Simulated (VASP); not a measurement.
# WC (P-6m2) in VASP: further runs

WC is run at these levels: PBE; tasks: single point, relaxation of cell and atoms.

All numbers are computed with VASP 6.6.1; they aren't measurements. Logs are shortened: lines on timing, memory, paths and dates and some standing lists are left out, and cuts for length are marked.

### 1 The cell of the first run

It takes space group P-6m2 (No. 187, hexagonal). The conventional cell has a = 2.922 Å, b = 2.922 Å, c = 2.847 Å, α = 90.00°, β = 90.00°, γ = 120.00°. Within 3.0 Å of W (site symmetry -6m2) lie 6 C at 2.21 Å and 8 W at 2.85 to 2.92 Å. C (site symmetry -6m2) has 6 W at 2.21 Å and 8 C at 2.85 to 2.92 Å within 3.0 Å.

### 2 Single point, PBE

The input, INCAR:

```
SYSTEM = WC
ALGO = Normal
EDIFF = 1E-7
ENCUT = 520
GGA = PE
ISIF = 2
ISMEAR = 0
LASPH = .TRUE.
LCHARG = .FALSE.
LREAL = .FALSE.
LWAVE = .FALSE.
NBANDS = 16
NELM = 100
PREC = Accurate
SIGMA = 0.1
```

The input, KPOINTS:

```
k-points
0
G
  18 18 14
  0 0 0
```

The input, POSCAR:

```
WC
1.0
    2.9217349842      0.0000000029      0.0000000000
   -1.4608674946      2.5302967180      0.0000000000
    0.0000000000      0.0000000000      2.8471250423
W C
1 1
Direct
    0.0000000000      0.0000000000      0.0000000000
    0.6666666667      0.3333333333      0.5000000000
```

Potentials or basis: VASP PAW PBE potentials, release 64 (W_sv, C).

Started as:

```
cat potpaw_PBE.64/W_sv/POTCAR potpaw_PBE.64/C/POTCAR > POTCAR
mpirun -np 1 vasp_std > vasp.out
```

OUTCAR:

```text
SYSTEM = WC
   EDIFF = 1E-7
   ENCUT = 520
   GGA = PE
   ISIF = 2
   ISMEAR = 0
   LASPH = .TRUE.
   LREAL = .FALSE.
   NELM = 100
   PREC = Accurate

 ion  position               nearest neighbor table
   1  0.000  0.000  0.000-   2 2.21   2 2.21   2 2.21   2 2.21   2 2.21   2 2.21
   2  0.667  0.333  0.500-   1 2.21   1 2.21   1 2.21   1 2.21   1 2.21   1 2.21

  LATTYP: Found a hexagonal cell.
 ALAT       =     2.9217349842
 C/A-ratio  =     0.9744638229

  Lattice vectors:

 A1 = (   2.9217349842,   0.0000000029,   0.0000000000)
 A2 = (  -1.4608674946,   2.5302967180,   0.0000000000)
 A3 = (   0.0000000000,   0.0000000000,   2.8471250423)

Analysis of symmetry for initial positions (statically):
=====================================================================
 Subroutine PRICEL returns:
 Original cell was already a primitive cell.

 Routine SETGRP: Setting up the symmetry group for a
 hexagonal supercell.

 Subroutine GETGRP returns: Found 12 space group operations
 (whereof 12 operations were pure point group operations)
 out of a pool of 24 trial point group operations.

The static configuration has the point symmetry D_3h.

Analysis of symmetry for dynamics (positions and initial velocities):
=====================================================================
 Subroutine PRICEL returns:
 Original cell was already a primitive cell.

 Routine SETGRP: Setting up the symmetry group for a
 hexagonal supercell.

 Subroutine GETGRP returns: Found 12 space group operations
 (whereof 12 operations were pure point group operations)
 out of a pool of 24 trial point group operations.

The dynamic configuration has the point symmetry D_3h.

 Subroutine INISYM returns: Found 12 space group operations
 (whereof 12 operations are pure point group operations),
 and found     1 'primitive' translations

----------------------------------------------------------------------------------------

                                     Primitive cell

  volume of cell :      21.0484

  direct lattice vectors                    reciprocal lattice vectors
     2.921734984  0.000000003  0.000000000     0.342262390  0.197605284  0.000000000
    -1.460867495  2.530296718  0.000000000    -0.000000000  0.395210567  0.000000000
     0.000000000  0.000000000  2.847125042     0.000000000  0.000000000  0.351231500

  length of vectors
     2.921734984  2.921734984  2.847125042     0.395210567  0.395210567  0.351231500

  position of ions in fractional coordinates (direct lattice)
     0.000000000  0.000000000  0.000000000
     0.666666667  0.333333333  0.500000000

  ion indices of the primitive-cell ions
   primitive index   ion index
                 1           1
                 2           2

----------------------------------------------------------------------------------------

 KPOINTS: k-points

Automatic generation of k-mesh.
 Grid dimensions read from file:
 generate k-points for:   18   18   14

 Generating k-lattice:

  Cartesian coordinates                     Fractional coordinates (reciprocal lattice)
     0.019014577  0.010978071  0.000000000     0.055555556  0.000000000  0.000000000
    -0.000000000  0.021956143  0.000000000    -0.000000000  0.055555556  0.000000000
     0.000000000  0.000000000  0.025087964     0.000000000  0.000000000  0.071428571

  Length of vectors
     0.021956143  0.021956143  0.025087964

  Shift w.r.t. Gamma in fractional coordinates (k-lattice)
     0.000000000  0.000000000  0.000000000

 Subroutine IBZKPT returns following result:
 ===========================================

 Found    296 irreducible k-points:

 Following reciprocal coordinates:
            Coordinates               Weight
  0.000000  0.000000  0.000000      1.000000
  0.055556 -0.000000  0.000000      6.000000
  0.111111 -0.000000  0.000000      6.000000
  0.166667  0.000000  0.000000      6.000000
  0.222222  0.000000  0.000000      6.000000
  0.277778  0.000000  0.000000      6.000000
[... 16 lines left out ...]
  0.333333  0.111111  0.000000     12.000000
  0.388889  0.111111  0.000000     12.000000
 [... further k-points ...]
   k-points           NKPTS =    296   k-points in BZ     NKDIM =    296   number of bands    NBANDS=     16
   number of dos      NEDOS =    301   number of ions     NIONS =      2
   total plane-waves  NPLWV =  13824
   dimension x,y,z NGX =    24 NGY =   24 NGZ =   24
   dimension x,y,z NGXF=    48 NGYF=   48 NGZF=   48
   ions per type =               1   1
   NGX,Y,Z   is equivalent  to a cutoff of  13.66, 13.66, 14.01 a.u.
   NGXF,Y,Z  is equivalent  to a cutoff of  27.31, 27.31, 28.03 a.u.
 SYSTEM =  WC
   PREC   = accura    normal or accurate (medium, high low for compatibility)
   ISTART =      0    job   : 0-new  1-cont  2-samecut
   ICHARG =      2    charge: 1-file 2-atom 10-const
   ISPIN  =      1    spin polarized calculation?
   LNONCOLLINEAR =      F non collinear calculations
   LSORBIT =      F    spin-orbit coupling
   LASPH  =      T    aspherical Exc in radial PAW
   ENCUT  =  520.0 eV  38.22 Ry    6.18 a.u.   5.43  5.43  5.29*2*pi/ulx,y,z
   NELM   =    100;   NELMIN=  2; NELMDL= -5     # of ELM steps
   EDIFF  = 0.1E-06   stopping-criterion for ELM
   LREAL  =      F    real-space projection
   EDIFFG = 0.1E-05   stopping-criterion for IOM
   NSW    =      0    number of steps for IOM
   IBRION =     -1    ionic relax: 0-MD 1-quasi-New 2-CG
   NFREE  =      0    steps in history (QN), initial steepest desc. (CG)
   ISIF   =      2    stress and relaxation
   ISYM   =      2    0-nonsym 1-usesym 2-fastsym
   POTIM  = 0.5000    time-step for ionic-motion
   TEBEG  =    0.0;   TEEND  =   0.0 temperature during run
   PSTRESS=    0.0 pullay stress
   NELECT =      18.0000    total number of electrons
   NUPDOWN=      -1.0000    fix difference up-down
   EMIN   =  10.00;   EMAX   =-10.00  energy-range for DOS
   EFERMI =   0.00;   METHOD = LEGACY
   ISMEAR =     0;   SIGMA  =   0.10  broadening in eV -4-tet -1-fermi 0-gaus
   EFERMI_NEDOS =   21; number of points for ismear=-14 and -15
   IALGO  =     38    algorithm
   IMIX   =      4    mixing-type and parameters
     AMIX     =   0.40;   BMIX     =  1.00
     AMIX_MAG =   1.60;   BMIX_MAG =  1.00
  volume/ion in A,a.u.               =      10.52        71.02
  Fermi-wavevector in a.u.,A,eV,Ry     =   1.553911  2.936465 32.853151  2.414639
  Thomas-Fermi vector in A             =   2.658073
   LORBIT       =      0    0 simple, 1 ext, 2 COOP (PROOUT), +10 PAW based schemes
   GGA     = PE    functional components
   LHFCALC =     F    Hartree Fock is set to
   AEXX    =    0.0000 exact exchange contribution
   IVDW    =     0    specifies the selected vdW correction
   LEPSILON=     F    determine dielectric tensor
   LRPA    =     F    only Hartree local field effects (RPA)
 non-spin polarized calculation
 Gauss-broadening in eV      SIGMA  =   0.10
  energy-cutoff  :      520.00
  volume of cell :       21.05
 maximum number of plane-waves:       587
 NGX is ok and might be reduce to    24
   NGX = 11   NGY = 11   NGZ = 11

 number of electron      18.0000000 magnetization

 Free energy of the ion-electron system (eV)
  ---------------------------------------------------
  ext. energy  EPLUGINS =         0.00000000
  ---------------------------------------------------
  free energy    TOTEN  =       -22.44990429 eV

  energy without entropy =      -22.44851187  energy(sigma->0) =      -22.44920808

 E-fermi :  10.8652     XC(G=0): -13.7208

 val. band max:       10.8564365347   @ k =   0.4444   0.0000   0.5000
 cond. band min:      10.8756252528   @ k =   0.4444   0.0556   0.4286
 fundamental gap:      0.0191887182
 Fermi energy:        10.8652181172

 k-point     1 :       0.0000    0.0000    0.0000
  band No.  band energies     occupation
      1     -63.1568      2.00000
      2     -27.1333      2.00000
      3     -27.0428      2.00000
      4     -27.0428      2.00000
      5      -3.4645      2.00000
      6       6.6469      2.00000
[... 8 lines left out ...]
     15      25.0924      0.00000
     16      27.4749      0.00000

 k-point     2 :       0.0556   -0.0000    0.0000
  band No.  band energies     occupation
      1     -63.1552      2.00000
      2     -27.1302      2.00000
      3     -27.0673      2.00000
      4     -27.0484      2.00000
      5      -3.3846      2.00000
      6       6.6762      2.00000
[... 8 lines left out ...]
     15      24.9113      0.00000
     16      27.6442      0.00000

 k-point     3 :       0.1111   -0.0000    0.0000
  band No.  band energies     occupation
      1     -63.1505      2.00000
      2     -27.1373      2.00000
      3     -27.1212      2.00000
      4     -27.0643      2.00000
      5      -3.1508      2.00000
      6       6.6422      2.00000
[... 8 lines left out ...]
     15      24.6103      0.00000
     16      28.1322      0.00000

 k-point     4 :       0.1667    0.0000    0.0000
  band No.  band energies     occupation
      1     -63.1433      2.00000
      2     -27.2431      2.00000
      3     -27.1074      2.00000
      4     -27.0886      2.00000
      5      -2.7813      2.00000
      6       6.2621      2.00000
[... 8 lines left out ...]
     15      24.4548      0.00000
     16      28.8849      0.00000

 k-point     5 :       0.2222    0.0000    0.0000
  band No.  band energies     occupation
      1     -63.1345      2.00000
      2     -27.3707      2.00000
      3     -27.1183      2.00000
      4     -27.0904      2.00000
      5      -2.3047      2.00000
      6       5.7124      2.00000
[... 8 lines left out ...]
     15      24.5966      0.00000
     16      29.0860      0.00000

 k-point     6 :       0.2778    0.0000    0.0000
  band No.  band energies     occupation
      1     -63.1251      2.00000
      2     -27.5039      2.00000
      3     -27.1496      2.00000
      4     -27.0722      2.00000
      5      -1.7597      2.00000
      6       5.1609      2.00000
[... 8 lines left out ...]
     15      25.1141      0.00000
     16      28.4921      0.00000

 k-point     7 :       0.3333    0.0000    0.0000
  band No.  band energies     occupation
      1     -63.1162      2.00000
      2     -27.6268      2.00000
      3     -27.1789      2.00000
      4     -27.0550      2.00000
      5      -1.1970      2.00000
      6       4.6696      2.00000
[... 8 lines left out ...]
     15      25.6445      0.00000
     16      27.4012      0.00000

 k-point     8 :       0.3889    0.0000    0.0000
  band No.  band energies     occupation
      1     -63.1090      2.00000
      2     -27.7255      2.00000
      3     -27.2027      2.00000
      4     -27.0410      2.00000
      5      -0.6840      2.00000
      6       4.2732      2.00000
[... 8 lines left out ...]
     15      24.9018      0.00000
     16      27.7103      0.00000

 k-point     9 :       0.4444    0.0000    0.0000
  band No.  band energies     occupation
      1     -63.1043      2.00000
      2     -27.7891      2.00000
      3     -27.2181      2.00000
      4     -27.0319      2.00000
      5      -0.3095      2.00000
      6       4.0057      2.00000
[... 8 lines left out ...]
     15      23.9152      0.00000
     16      28.4667      0.00000
[... 172 lines left out ...]
 k-point    19 :       0.1111    0.1111    0.0000
  band No.  band energies     occupation
      1     -63.1393      2.00000
      2     -27.2926      2.00000
      3     -27.1106      2.00000
      4     -27.0997      2.00000
      5      -2.5684      2.00000
      6       6.0397      2.00000
[... 8 lines left out ...]
     15      24.4879      0.00000
     16      28.9460      0.00000

 k-point    20 :       0.1667    0.1111    0.0000
  band No.  band energies     occupation
      1     -63.1311      2.00000
      2     -27.4028      2.00000
      3     -27.1477      2.00000
      4     -27.0837      2.00000
      5      -2.1050      2.00000
      6       5.5576      2.00000
[... 8 lines left out ...]
     15      24.7154      0.00000
     16      28.9570      0.00000

 k-point    21 :       0.2222    0.1111    0.0000
  band No.  band energies     occupation
      1     -63.1222      2.00000
      2     -27.5175      2.00000
      3     -27.1875      2.00000
      4     -27.0666      2.00000
      5      -1.5722      2.00000
      6       5.0780      2.00000
[... 8 lines left out ...]
     15      25.2478      0.00000
     16      28.2730      0.00000

 k-point    22 :       0.2778    0.1111    0.0000
  band No.  band energies     occupation
      1     -63.1139      2.00000
      2     -27.6235      2.00000
      3     -27.2250      2.00000
      4     -27.0505      2.00000
      5      -1.0194      2.00000
      6       4.6502      2.00000
[... 8 lines left out ...]
     15      25.8401      0.00000
     16      27.2826      0.00000

 k-point    23 :       0.3333    0.1111    0.0000
  band No.  band energies     occupation
      1     -63.1071      2.00000
      2     -27.7087      2.00000
      3     -27.2554      2.00000
      4     -27.0373      2.00000
      5      -0.5139      2.00000
      6       4.3062      2.00000
[... 8 lines left out ...]
     15      25.3273      0.00000
     16      27.5361      0.00000

 k-point    24 :       0.3889    0.1111    0.0000
  band No.  band energies     occupation
      1     -63.1027      2.00000
      2     -27.7637      2.00000
      3     -27.2751      2.00000
      4     -27.0287      2.00000
      5      -0.1447      2.00000
      6       4.0754      2.00000
[... 8 lines left out ...]
     15      24.4787      0.00000
     16      28.2079      0.00000

 [... further k-points ...]

------------------------ aborting loop because EDIFF is reached ----------------------------------------

  FORCE on cell =-STRESS in cart. coord.  units (eV):
  Direction    XX          YY          ZZ          XY          YZ          ZX
  --------------------------------------------------------------------------------------
  -------------------------------------------------------------------------------------
  Total        0.1276722      0.1276722      0.1644975      0.0000000     -0.0000000     -0.0000000
  in kB        9.7182536      9.7182536     12.5213509      0.0000000     -0.0000000     -0.0000000
  external PRESSURE =      10.6526193 kB  Pullay stress =       0.0000000 kB

 VOLUME and BASIS-vectors are now :
 -----------------------------------------------------------------------------
  energy-cutoff  :      520.00
  volume of cell :       21.05
      direct lattice vectors                 reciprocal lattice vectors
     2.921734984  0.000000003  0.000000000     0.342262390  0.197605284  0.000000000
    -1.460867495  2.530296718  0.000000000    -0.000000000  0.395210567  0.000000000
     0.000000000  0.000000000  2.847125042     0.000000000  0.000000000  0.351231500

 POSITION                                       TOTAL-FORCE (eV/Angst)
 -----------------------------------------------------------------------------------
      0.00000      0.00000      0.00000         0.000000     -0.000000      0.000000
      1.46087      0.84343      1.42356        -0.000000      0.000000      0.000000
 -----------------------------------------------------------------------------------
    total drift:                                0.000000     -0.000000      0.000000

  FREE ENERGIE OF THE ION-ELECTRON SYSTEM (eV)
  ---------------------------------------------------
  free  energy   TOTEN  =       -22.4499042932 eV

  energy  without entropy=      -22.4485118710  energy(sigma->0) =      -22.44920808
```

Wall time 29 s (1 thread of Intel Xeon 6975P-C (Granite Rapids), shared host); peak memory 0.22 GiB.

Results:

* Free energy: -22.4499 eV
* Pressure: 1.1 GPa
* Band gap on the k mesh: zero (bands 9 and 10 overlap by 1.20 eV)

Stress tensor (GPa, compression positive):
```
0.97 0.00 0.00
0.00 0.97 0.00
0.00 0.00 1.25
```

Caveat: spin-orbit coupling is left out, which moves the levels of the heavy elements.

[end of part 1 of 2]
